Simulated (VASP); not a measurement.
Here is a VASP 6.6.1 calculation.

File INCAR:

```
SYSTEM = PbO2
PREC     = Accurate       ! precision mode
ENCUT    = 520            ! plane-wave cutoff, eV
EDIFF    = 1E-7           ! SCF threshold, eV
ISMEAR   = -1             ! smearing method
SIGMA    = 0.05           ! smearing width, eV
LREAL    = .FALSE.        ! projectors in reciprocal space
LASPH    = .TRUE.         ! aspherical terms in the spheres
NELM     = 80             ! most SCF steps
ALGO     = Normal         ! electronic algorithm
ISIF     = 2              ! what is computed and relaxed
LWAVE    = .FALSE.        ! write WAVECAR
LCHARG   = .TRUE.         ! write CHGCAR
GGA      = PS             ! functional
LELF     = .TRUE.         ! ELF
LVHAR    = .TRUE.       
NBANDS   = 20             ! bands
```

The input KPOINTS:

```
Automatic mesh
0
G
  9 9 9
  0 0 0
```

The input POSCAR:

```
PbO2
1.0
    0.0000000000      2.7019920000      2.7019920000
    2.7019920000      0.0000000000      2.7019920000
    2.7019920000      2.7019920000      0.0000000000
Pb O
1 2
Direct
   -0.0038920000      0.0019790000      0.0053630000
    0.7454200000      0.7468610000      0.7419540000
    0.2379960000      0.2722400000      0.2412150000
```

Potentials or basis: VASP PAW PBE potentials, release 64 (Pb_d, O).

The run is started by

```console
$ cat potpaw_PBE.64/Pb_d/POTCAR potpaw_PBE.64/O/POTCAR > POTCAR
$ mpirun -np 1 vasp_std > vasp.out
```

Question: What does it give for the largest force?

Answer: 0.488 eV/Å.

Question: What does it give for the band gap on the k mesh?

Answer: Zero (band 13 reaches 5.46 eV, above the bottom of band 14 at 4.39 eV).

Question: Predict the pressure.

Answer: -5.1 GPa.

Forces in eV/Å, atoms in the order of the input:
```
Pb  -0.058 -0.286  0.096
O    0.363  0.025  0.180
O   -0.305  0.262 -0.277
```

Caveat: the cell differs from its parent crystal (atoms moved at random); the PAW data sets were made with another functional, which shifts forces and pressure a little; spin-orbit coupling is left out, which moves the levels of the heavy elements.
